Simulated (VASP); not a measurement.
## Sn: single point with PBE+D3(BJ)

The system is Sn.

```
Sn
1.0
    -2.92970    2.92970    1.58538
     2.92970   -2.92970    1.58538
     2.92970    2.92970   -1.58538
Sn
2
Cartesian
  0.0000 0.0000 0.0000
  0.0000 2.9297 0.7927
```

```yaml
Program: VASP 6.6.1
Task: single point
Functional: PBE
Dispersion: D3(BJ)
Potentials_or_basis: VASP PAW PBE potentials, release 64 (Sn_d)
Cutoff: 520 eV
k_mesh: 9 × 9 × 9
Occupations: fermi-dirac, width 0.05 eV
Spin: no spin polarisation
Dipole_correction: no
Further_INCAR_settings: ALGO = Normal; EDIFF = 1e-07; NBANDS = 21
```

```
Pressure                   : -0.1 GPa
Band gap on the k mesh     : zero (band 14 reaches 9.16 eV, above the bottom of band 15 at 5.15 eV)
Dispersion energy per atom : -0.388 eV
```

Levels at points of the mesh, in eV from the Fermi level:
```tsv
k point	band 11	band 12	band 13	band 14	band 15	band 16	band 17	band 18
(0.00, 0.00, 0.00)	-11.13	-3.73	-2.01	-2.01	2.94	6.14	6.14	6.91
```

Wall time 38 s on 1 thread of Intel(R) Xeon(R) 6975P-C (Granite Rapids), on a shared host, peak memory 0.24 GiB.

Caveat: spin-orbit coupling is left out, which moves the levels of the heavy elements; pairwise dispersion overbinds metals, which lowers pressure and volume.
